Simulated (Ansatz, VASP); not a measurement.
# Hf: VASP beside Ansatz

Contents of INCAR:

```
SYSTEM = Hf
ALGO     = Normal         ! electronic algorithm
EDIFF    = 1E-6           ! SCF threshold, eV
ENCUT    = 520            ! plane-wave cutoff, eV
ISIF     = 2              ! what is computed and relaxed
ISMEAR   = 0              ! smearing method
LASPH    = .True.         ! aspherical terms in the spheres
LCHARG   = .False.        ! write CHGCAR
LREAL    = .False.        ! projectors in reciprocal space
LWAVE    = .False.        ! write WAVECAR
NBANDS   = 11             ! bands
NELM     = 60             ! most SCF steps
PREC     = Accurate       ! precision mode
SIGMA    = 0.15           ! smearing width, eV
```

File KPOINTS:

```
k-points
0
Gamma
  20 20 20
  0 0 0
```

The input POSCAR:

```
Hf
1.0
    0.0000000000      2.4742428499      1.5567936012
    2.4742428499      0.0000000000      1.5567936012
    2.4742428499      2.4742428499      0.0000000000
Hf
1
Direct
    0.0000000000      0.0000000000      0.0000000000
```

Input for Ansatz:

```yaml
crystal:
  lattice:
    - [0.0, 2.4742428499, 1.5567936012]
    - [2.4742428499, 0.0, 1.5567936012]
    - [2.4742428499, 2.4742428499, 0.0]
  atoms:
    - { symbol: Hf, position: [0.0, 0.0, 0.0] }
basis:
  ecutwfc: 420
kpoints:
  mp_grid: { grid: [20, 20, 20] }
hamiltonian:
  xc: lda
scf:
  occupations: { method: gaussian, width: 0.15 }
output:
  forces: true
  stress: true
  eigenvalues: true
```

Alike in both runs: task single point; functional LDA; k mesh 20 × 20 × 20; occupations gaussian, width 0.15 eV; no spin polarisation.

```csv
,VASP,Ansatz
version,VASP 6.6.1,Ansatz 0.2.0
potentials or method,"VASP PAW LDA potentials, release 64 (Hf_pv), cutoff 520 eV","scalar-relativistic, plane waves, PAW"
valence electrons in the cell,10,26
```

Ansatz gave:

```
gap on the k mesh at the Fermi level (eV)                     : none
pressure (GPa)                                                : 9.4
traceless stress, the component that is largest in VASP (GPa) : -2.63
```

Task: Estimate VASP's values.

Result: gap on the k mesh at the Fermi level (eV): none; pressure (GPa): 9.6; traceless stress, the component that is largest in VASP (GPa): -2.70.

LDA's correlation is that of Perdew and Zunger in VASP and of Perdew and Wang (1992) in Ansatz. A gap of «none» marks a metal or a gap that the smearing closes. VASP's potentials hold 10 valence electrons a cell and Ansatz's 26, so a difference there can come from the potentials and not from the codes.

Neither program's run includes spin-orbit coupling.
